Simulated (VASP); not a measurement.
Wanted: the native input for a VASP 6.6.1 run.

| Item | Value |
| --- | --- |
| Task | single point |
| Functional | PBEsol |
| Potentials or basis | VASP PAW PBE potentials, release 64 (Ir) |
| Cutoff | 520 eV |
| k mesh | 15 × 15 × 4 |
| Occupations | fermi-dirac, width 0.1 eV |
| Spin | no spin polarisation |
| Dipole correction | no |
| Further INCAR settings | ALGO = Normal; EDIFF = 1e-06; NBANDS = 26 |

The structure of Ir lies in POSCAR:

```
Ir
1.0
    2.7108338014      0.0000000000      0.0000000000
   -1.3554169007      2.3476509375      0.0000000000
    0.0000000000      0.0000000000      8.8556352115
Ir
4
Direct
    0.0000000000      0.0000000000      0.0000000000
    0.0000000000      0.0000000000      0.5000000000
    0.3333333333      0.6666666667      0.2500000000
    0.6666666667      0.3333333333      0.7500000000
```

These files were run (other wordings do the same):

INCAR

```
SYSTEM = Ir
PREC = Accurate
ENCUT = 520
EDIFF = 1E-6
ISMEAR = -1
SIGMA = 0.1
LREAL = .FALSE.
LASPH = .TRUE.
NELM = 100
ALGO = Normal
ISIF = 2
LWAVE = .FALSE.
LCHARG = .FALSE.
GGA = PS
NBANDS = 26
```

KPOINTS

```
Automatic mesh
0
G
  15 15 4
  0 0 0
```

Potentials or basis: VASP PAW PBE potentials, release 64 (Ir).

The run is started by

```bash
$ cat potpaw_PBE.64/Ir/POTCAR > POTCAR
$ mpirun -np 1 vasp_std > vasp.out
```

Results of the run:

```yaml
Pressure: 0.8 GPa
Band_gap_on_the_k_mesh: zero (band 18 reaches 11.34 eV, above the bottom of band 19 at 8.78 eV)
```

Caveat: the PAW data sets were made with another functional, which shifts forces and pressure a little; spin-orbit coupling is left out, which moves the levels of the heavy elements.

Wall time 110 s on 1 thread of Intel Xeon 6975P-C (shared host), peak memory 0.23 GiB.
